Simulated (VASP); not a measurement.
Runs of VASP 6.6.1 on W. The structure is that of space group Im-3m (No. 229), or close to it. The cells are those of the table. 

| cell | gap on the mesh (eV) | pressure (GPa) |
| --- | --- | --- |
| a = 2.750 Å, angles 109.5°, 1 atom | none | -12.8 |
| a = 2.722 Å, angles 109.5°, 1 atom | none | (b) |
| a = 2.803 Å, angles 109.5°, 1 atom | none | (a) |
| a = 2.777 Å, angles 109.5°, 1 atom | none | -20.8 |
| a = 2.694 Å, angles 109.5°, 1 atom | none | 7.5 |

Alike in all rows: task single point; level PBEsol+D3(BJ); potentials or basis VASP PAW PBE potentials, release 64 (W_sv); no spin polarisation; k mesh 10 × 10 × 10; cutoff (eV) 500; smearing methfessel-paxton 0.05 eV.

Estimate the missing entries.

(a) -27.6; (b) -3.5.

Caveats: three body term missing; the PAW data sets were made with another functional, which shifts forces and pressure a little; spin-orbit coupling is left out, which moves the levels of the heavy elements; pairwise dispersion overbinds metals, which lowers pressure and volume.

A k mesh can miss the band edges, and the runs leave out spin-orbit coupling on W.

A gap of «none» marks levels without a gap at the run's occupations.
